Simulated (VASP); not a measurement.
Here is a VASP 6.6.1 calculation.

Contents of INCAR:

```
SYSTEM = Fe
  PREC = Accurate
  ENCUT = 520
  EDIFF = 1E-6
  ISMEAR = -1
  SIGMA = 0.05
  LREAL = .FALSE.
  LASPH = .TRUE.
  NELM = 150
  ALGO = Normal
  ISIF = 2
  LWAVE = .FALSE.
  LCHARG = .TRUE.
  ISPIN = 2
  MAGMOM = 2.276
  LORBIT = 11
  LMAXMIX = 4
  GGA = RE
  LELF = .TRUE.
  LVHAR = .TRUE.
  NBANDS = 14
```

The input KPOINTS:

```
Automatic mesh
0
G
  25 25 25
  0 0 0
```

File POSCAR:

```
Fe
1.0
   -1.4812991116      1.4812991116      1.4812991116
    1.4812991116     -1.4812991116      1.4812991116
    1.4812991116      1.4812991116     -1.4812991116
Fe
1
Direct
    0.0000000000      0.0000000000      0.0000000000
```

Potentials or basis: VASP PAW PBE potentials, release 64 (Fe).

The run is started by

```console
$ cat potpaw_PBE.64/Fe/POTCAR > POTCAR
$ mpirun -np 1 vasp_std > vasp.out
```

(1) Estimate the pressure.

(2) Estimate the net moment.

(3) Predict the site moments.

Results:

(1) -11.3 GPa.

(2) 2.57 μB per cell.

(3) Fe +2.60 μB.

Caveat: the PAW data sets were made with another functional, which shifts forces and pressure a little.
